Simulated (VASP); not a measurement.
Input of a VASP 6.6.1 run:

The input POSCAR:

```
Yb
1.0
    3.7748889466      0.0000000000      0.0000000000
   -1.8874444733      3.2691497243      0.0000000000
    0.0000000000      0.0000000000      6.2479740600
Yb
2
Direct
    0.6666666667      0.3333333333      0.7500000000
    0.3333333333      0.6666666667      0.2500000000
```

The input INCAR.step1:

```
PREC = Accurate ; ENCUT = 520
ISMEAR = -1 ; SIGMA = 0.03
LREAL = F ; LASPH = T
NELM = 100 ; NBANDS = 31
GGA = PE ; ALGO = Normal
EDIFF = 1E-4 ; LWAVE = T
LCHARG = F
```

INCAR.step2

```
PREC = Accurate ; ENCUT = 520
EDIFF = 1E-8 ; ISMEAR = -1
SIGMA = 0.03 ; LREAL = F
LASPH = T ; NELM = 100
ALGO = Normal ; ISIF = 2
LWAVE = F ; LCHARG = F
METAGGA = R2SCAN ; LMIXTAU = T
LEFG = T ; NBANDS = 31
ISTART = 1
```

Contents of KPOINTS:

```
Automatic mesh
0
Gamma
  12 12 7
```

Potentials or basis: VASP PAW PBE potentials, release 64 (Yb).

Run with:

```sh
$ cat potpaw_PBE.64/Yb/POTCAR > POTCAR
$ cp INCAR.step1 INCAR
$ mpirun -np 1 vasp_std > vasp.out
$ cp INCAR.step2 INCAR
$ mpirun -np 1 vasp_std > vasp.out
```

Task: What does it give for the band gap on the k mesh?

Result: Zero (bands 24 and 25 overlap by 0.44 eV).

Task: Predict the pressure.

Result: -1.9 GPa.

Stress tensor (GPa, compression positive):
```
-1.83  0.00  0.00
 0.00 -1.83  0.00
 0.00  0.00 -1.95
```

Caveat: without QUAD_EFG the Cq values of the log hold for a quadrupole moment of 1 mb, not for the nuclei; the PAW data sets were made with another functional, which shifts forces and pressure a little; spin-orbit coupling is left out, which moves the levels of the heavy elements. Spin polarisation is off, so any magnetic state and its effect on volume and gap are missing.
